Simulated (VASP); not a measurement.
Crystal: Hg.

```
CELL_PARAMETERS angstrom
0.00000 2.39191 2.39191
2.39191 0.00000 2.39191
2.39191 2.39191 0.00000
ATOMIC_POSITIONS crystal
Hg 0.00000 0.00000 0.00000
```

```yaml
Program: VASP 6.6.1
Task: relaxation of cell and atoms
Functional: PBE
Dispersion: D3(BJ)
Potentials_or_basis: VASP PAW PBE potentials, release 64 (Hg)
Cutoff: 600 eV
k_mesh: 16 × 16 × 16
Occupations: gaussian, width 0.1 eV
Spin: no spin polarisation
```

At the start: pressure -1.0 GPa; volume 27.37 Å³/atom.

Problem. Where does the relaxation end?

Solution. Over 4 steps the energy falls by 7.2 meV/atom and the volume is 25.39 Å³/atom (-7.2 %); space group Fm-3m (No. 225, to 0.1 Å) before and after.

The path:
| step | energy change (eV) | largest force (eV/Å) | pressure (GPa) | volume (Å³) |
| --- | --- | --- | --- | --- |
| 1 | 0.0000 | 0.0000 | -1.04 | 27.37 |
| 2 | -0.0040 | 0.0000 | -0.77 | 26.67 |
| 3 | -0.0070 | 0.0000 | -0.20 | 25.71 |
| 4 | -0.0072 | 0.0000 | -0.02 | 25.39 |

Final structure:
```yaml
crystal:
  lattice:
    - [0.00000, 2.33285, 2.33285]
    - [2.33285, 0.00000, 2.33285]
    - [2.33285, 2.33285, 0.00000]
  atoms:
    - { symbol: Hg, position: [0.00000, 0.00000, 0.00000] }
```
